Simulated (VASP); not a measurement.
# Cs (Im-3m) in VASP: density of states with PBEsol

Aim: the density of states of Cs with PBEsol.

All numbers are computed with VASP 6.6.1; they aren't measurements. Logs are shortened: lines on timing, memory, paths and dates and some standing lists are left out, and cuts for length are marked.

## 1. The cell of the first run

Symmetry: Im-3m, No. 229, cubic system. The conventional cell has a = 6.010 Å, b = 6.010 Å, c = 6.010 Å, α = 90.00°, β = 90.00°, γ = 90.00°.

## 2. Density of states, PBEsol

POSCAR

```
Cs
1.0
   -3.0051692852      3.0051692852      3.0051692852
    3.0051692852     -3.0051692852      3.0051692852
    3.0051692852      3.0051692852     -3.0051692852
Cs
1
Direct
    0.0000000000      0.0000000000      0.0000000000
```

INCAR.step1

```
SYSTEM = Cs
  PREC = Accurate
  ENCUT = 520
  EDIFF = 1E-6
  ISMEAR = 0
  SIGMA = 0.1
  LREAL = .FALSE.
  LASPH = .TRUE.
  NELM = 60
  ALGO = Fast
  ISIF = 2
  LWAVE = .FALSE.
  LCHARG = .TRUE.
  GGA = PS
  NBANDS = 10
```

KPOINTS.step1

```
Automatic mesh
0
G
  10 10 10
  0 0 0
```

INCAR.step2

```
SYSTEM = Cs
  PREC = Accurate
  ENCUT = 520
  EDIFF = 1E-6
  ISMEAR = -5
  SIGMA = 0.1
  LREAL = .FALSE.
  LASPH = .TRUE.
  NELM = 60
  ALGO = Fast
  ISIF = 2
  LWAVE = .FALSE.
  LCHARG = .FALSE.
  GGA = PS
  LORBIT = 10
  NBANDS = 10
  NEDOS = 1001
  ICHARG = 11
```

KPOINTS.step2

```
Automatic mesh
0
G
  15 15 15
  0 0 0
```

Potentials or basis: VASP PAW PBE potentials, release 64 (Cs_sv).

The run is started by

```
cat potpaw_PBE.64/Cs_sv/POTCAR > POTCAR
cp INCAR.step1 INCAR
cp KPOINTS.step1 KPOINTS
mpirun -np 1 vasp_std > vasp.out
cp INCAR.step2 INCAR
cp KPOINTS.step2 KPOINTS
mpirun -np 1 vasp_std > vasp.out
```

OUTCAR:

```text
SYSTEM = Cs
   PREC = Accurate
   ENCUT = 520
   EDIFF = 1E-6
   ISMEAR = -5
   LREAL = .FALSE.
   LASPH = .TRUE.
   NELM = 60
   ISIF = 2
   GGA = PS
   LORBIT = 10
   ICHARG = 11

 ion  position               nearest neighbor table
   1  0.000  0.000  0.000-

  LATTYP: Found a body centered cubic cell.
 ALAT       =     6.0103385704

  Lattice vectors:

 A1 = (  -3.0051692852,   3.0051692852,   3.0051692852)
 A2 = (   3.0051692852,  -3.0051692852,   3.0051692852)
 A3 = (   3.0051692852,   3.0051692852,  -3.0051692852)

Analysis of symmetry for initial positions (statically):
=====================================================================
 Subroutine PRICEL returns:
 Original cell was already a primitive cell.

 Routine SETGRP: Setting up the symmetry group for a
 body centered cubic supercell.

 Subroutine GETGRP returns: Found 48 space group operations
 (whereof 48 operations were pure point group operations)
 out of a pool of 48 trial point group operations.

The static configuration has the point symmetry O_h .

Analysis of symmetry for dynamics (positions and initial velocities):
=====================================================================
 Subroutine PRICEL returns:
 Original cell was already a primitive cell.

 Routine SETGRP: Setting up the symmetry group for a
 body centered cubic supercell.

 Subroutine GETGRP returns: Found 48 space group operations
 (whereof 48 operations were pure point group operations)
 out of a pool of 48 trial point group operations.

The dynamic configuration has the point symmetry O_h .

 Subroutine INISYM returns: Found 48 space group operations
 (whereof 48 operations are pure point group operations),
 and found     1 'primitive' translations

----------------------------------------------------------------------------------------

                                     Primitive cell

  volume of cell :     108.5592

  direct lattice vectors                    reciprocal lattice vectors
    -3.005169285  3.005169285  3.005169285     0.000000000  0.166379978  0.166379978
     3.005169285 -3.005169285  3.005169285     0.166379978  0.000000000  0.166379978
     3.005169285  3.005169285 -3.005169285     0.166379978  0.166379978  0.000000000

  length of vectors
     5.205105887  5.205105887  5.205105887     0.235296822  0.235296822  0.235296822

  position of ions in fractional coordinates (direct lattice)
     0.000000000  0.000000000  0.000000000

  ion indices of the primitive-cell ions
   primitive index   ion index
                 1           1

----------------------------------------------------------------------------------------

 KPOINTS: Automatic mesh

Automatic generation of k-mesh.
 Grid dimensions read from file:
 generate k-points for:   15   15   15

 Generating k-lattice:

  Cartesian coordinates                     Fractional coordinates (reciprocal lattice)
     0.000000000  0.011091999  0.011091999     0.066666667  0.000000000  0.000000000
     0.011091999  0.000000000  0.011091999     0.000000000  0.066666667  0.000000000
     0.011091999  0.011091999  0.000000000     0.000000000  0.000000000  0.066666667

  Length of vectors
     0.015686455  0.015686455  0.015686455

  Shift w.r.t. Gamma in fractional coordinates (k-lattice)
     0.000000000  0.000000000  0.000000000

 TETIRR: Found   3891 inequivalent tetrahedra from    20250

 Subroutine IBZKPT returns following result:
 ===========================================

 Found    120 irreducible k-points:

 Following reciprocal coordinates:
            Coordinates               Weight
  0.000000  0.000000  0.000000      1.000000
  0.066667  0.000000  0.000000     12.000000
  0.133333  0.000000  0.000000     12.000000
  0.200000  0.000000  0.000000     12.000000
  0.266667  0.000000  0.000000     12.000000
  0.333333  0.000000  0.000000     12.000000
[... 16 lines left out ...]
  0.333333  0.200000  0.000000     48.000000
  0.400000  0.200000  0.000000     24.000000
 [... further k-points ...]
   k-points           NKPTS =    120   k-points in BZ     NKDIM =    120   number of bands    NBANDS=     10
   number of dos      NEDOS =   1001   number of ions     NIONS =      1
   total plane-waves  NPLWV =  64000
   dimension x,y,z NGX =    40 NGY =   40 NGZ =   40
   dimension x,y,z NGXF=    80 NGYF=   80 NGZF=   80
   ions per type =               1
   NGX,Y,Z   is equivalent  to a cutoff of  12.78, 12.78, 12.78 a.u.
   NGXF,Y,Z  is equivalent  to a cutoff of  25.55, 25.55, 25.55 a.u.
 SYSTEM =  Cs
   PREC   = accura    normal or accurate (medium, high low for compatibility)
   ISTART =      0    job   : 0-new  1-cont  2-samecut
   ICHARG =     11    charge: 1-file 2-atom 10-const
   ISPIN  =      1    spin polarized calculation?
   LNONCOLLINEAR =      F non collinear calculations
   LSORBIT =      F    spin-orbit coupling
   LASPH  =      T    aspherical Exc in radial PAW
   ENCUT  =  520.0 eV  38.22 Ry    6.18 a.u.   9.68  9.68  9.68*2*pi/ulx,y,z
   NELM   =     60;   NELMIN=  2; NELMDL=  0     # of ELM steps
   EDIFF  = 0.1E-05   stopping-criterion for ELM
   LREAL  =      F    real-space projection
   EDIFFG = 0.1E-04   stopping-criterion for IOM
   NSW    =      0    number of steps for IOM
   IBRION =     -1    ionic relax: 0-MD 1-quasi-New 2-CG
   NFREE  =      0    steps in history (QN), initial steepest desc. (CG)
   ISIF   =      2    stress and relaxation
   ISYM   =      2    0-nonsym 1-usesym 2-fastsym
   POTIM  = 0.5000    time-step for ionic-motion
   TEBEG  =    0.0;   TEEND  =   0.0 temperature during run
   PSTRESS=    0.0 pullay stress
   NELECT =       9.0000    total number of electrons
   NUPDOWN=      -1.0000    fix difference up-down
   EMIN   =  10.00;   EMAX   =-10.00  energy-range for DOS
   EFERMI =   0.00;   METHOD = LEGACY
   ISMEAR =    -5;   SIGMA  =   0.10  broadening in eV -4-tet -1-fermi 0-gaus
   EFERMI_NEDOS =   21; number of points for ismear=-14 and -15
   IALGO  =     68    algorithm
   IMIX   =      4    mixing-type and parameters
     AMIX     =   0.40;   BMIX     =  1.00
     AMIX_MAG =   1.60;   BMIX_MAG =  1.00
  volume/ion in A,a.u.               =     108.56       732.59
  Fermi-wavevector in a.u.,A,eV,Ry     =   0.713839  1.348959  6.933061  0.509566
  Thomas-Fermi vector in A             =   1.801582
   LORBIT       =     10    0 simple, 1 ext, 2 COOP (PROOUT), +10 PAW based schemes
   GGA     = PS    functional components
   LHFCALC =     F    Hartree Fock is set to
   AEXX    =    0.0000 exact exchange contribution
   IVDW    =     0    specifies the selected vdW correction
   LEPSILON=     F    determine dielectric tensor
   LRPA    =     F    only Hartree local field effects (RPA)
 non-spin polarized calculation
 RMM-DIIS sequential band-by-band and
 Fermi weights with tetrahedron method with Bloechl corrections
  energy-cutoff  :      520.00
  volume of cell :      108.56
 maximum number of plane-waves:      2941

 number of electron       8.9999998 magnetization

 Free energy of the ion-electron system (eV)
  ---------------------------------------------------
  ext. energy  EPLUGINS =         0.00000000
  ---------------------------------------------------
  free energy    TOTEN  =        -0.94172021 eV

  energy without entropy =       -0.94172021  energy(sigma->0) =       -0.94172021

 E-fermi :   0.5249     XC(G=0):  -5.6288

 val. band max:        0.5107548773   @ k =  -0.3333   0.3333   0.2667
 cond. band min:       0.5201310566   @ k =  -0.4000   0.4667   0.0667
 fundamental gap:      0.0093761793
 Fermi energy:         0.5248621307

 k-point     1 :       0.0000    0.0000    0.0000
  band No.  band energies     occupation
      1     -23.2960      2.00000
      2     -10.0057      2.00000
      3     -10.0057      2.00000
      4     -10.0057      2.00000
      5      -1.2264      2.00000
      6       3.0499      0.00000
      7       3.0499      0.00000
      8       3.0499      0.00000
      9       3.9668      0.00000
     10       3.9669      0.00000

 k-point     2 :       0.0667    0.0000    0.0000
  band No.  band energies     occupation
      1     -23.2956      2.00000
      2     -10.0133      2.00000
      3     -10.0081      2.00000
      4     -10.0057      2.00000
      5      -1.1738      2.00000
      6       2.9908      0.00000
      7       3.0057      0.00000
      8       3.1028      0.00000
      9       3.8623      0.00000
     10       3.9553      0.00000

 k-point     3 :       0.1333    0.0000    0.0000
  band No.  band energies     occupation
      1     -23.2945      2.00000
      2     -10.0347      2.00000
      3     -10.0150      2.00000
      4     -10.0058      2.00000
      5      -1.0199      2.00000
      6       2.8278      0.00000
      7       2.8413      0.00000
      8       3.2601      0.00000
      9       3.7365      0.00000
     10       3.9348      0.00000

 k-point     4 :       0.2000    0.0000    0.0000
  band No.  band energies     occupation
      1     -23.2930      2.00000
      2     -10.0657      2.00000
      3     -10.0250      2.00000
      4     -10.0059      2.00000
      5      -0.7754      2.00000
      6       2.5207      0.00000
      7       2.6549      0.00000
      8       3.5188      0.00000
      9       3.7452      0.00000
     10       3.9340      0.00000
[... 222 lines left out ...]
 k-point    22 :       0.2667    0.2000    0.0000
  band No.  band energies     occupation
      1     -23.2877      2.00000
      2     -10.1423      2.00000
      3     -10.0668      2.00000
      4     -10.0211      2.00000
      5       0.3662      1.86369
      6       1.7113      0.00000
      7       2.0617      0.00000
      8       3.7631      0.00000
      9       4.1801      0.00000
     10       4.6513      0.00000

 k-point    23 :       0.3333    0.2000    0.0000
  band No.  band energies     occupation
      1     -23.2868      2.00000
      2     -10.1507      2.00000
      3     -10.0791      2.00000
      4     -10.0222      2.00000
      5       0.7068      0.00311
      6       1.5271      0.00000
      7       1.9569      0.00000
      8       3.7298      0.00000
      9       4.2306      0.00000
     10       4.7468      0.00000

 k-point    24 :       0.4000    0.2000    0.0000
  band No.  band energies     occupation
      1     -23.2865      2.00000
      2     -10.1534      2.00000
      3     -10.0838      2.00000
      4     -10.0225      2.00000
      5       0.8836     -0.00599
      6       1.4191      0.00000
      7       1.9149      0.00000
      8       3.6741      0.00000
      9       4.3677      0.00000
     10       4.6394      0.00000

 [... further k-points ...]
[... 5 lines left out ...]
  --------------------------------------------------------------------------------------
  -------------------------------------------------------------------------------------
  Total       -0.0108913     -0.0108913     -0.0108913      0.0000000      0.0000000     -0.0000000
  in kB       -0.1607397     -0.1607397     -0.1607397      0.0000000      0.0000000     -0.0000000
  external PRESSURE =      -0.1607397 kB  Pullay stress =       0.0000000 kB

 VOLUME and BASIS-vectors are now :
 -----------------------------------------------------------------------------
  energy-cutoff  :      520.00
  volume of cell :      108.56
      direct lattice vectors                 reciprocal lattice vectors
    -3.005169285  3.005169285  3.005169285     0.000000000  0.166379978  0.166379978
     3.005169285 -3.005169285  3.005169285     0.166379978  0.000000000  0.166379978
     3.005169285  3.005169285 -3.005169285     0.166379978  0.166379978  0.000000000

 POSITION                                       TOTAL-FORCE (eV/Angst)
 -----------------------------------------------------------------------------------
      0.00000      0.00000      0.00000         0.000000     -0.000000      0.000000
 -----------------------------------------------------------------------------------
    total drift:                                0.000000      0.000000      0.000000

  FREE ENERGIE OF THE ION-ELECTRON SYSTEM (eV)
  ---------------------------------------------------
  free  energy   TOTEN  =        -0.9417202101 eV

  energy  without entropy=       -0.9417202101  energy(sigma->0) =       -0.94172021

 total charge

# of ion       s       p       d       tot
------------------------------------------
    1        1.867   4.670   0.010   6.548
```

Run time: 62 s. Hardware: 1 thread of Intel Xeon Platinum 8488C (Sapphire Rapids), shared host; peak memory 0.31 GiB.

Results:

```
Valence electrons inside the program's atomic spheres : Cs 6.55
```

Caveat: the PAW data sets were made with another functional, which shifts forces and pressure a little; spin-orbit coupling is left out, which moves the levels of the heavy elements; tetrahedron occupations give inexact forces and stress in metals.
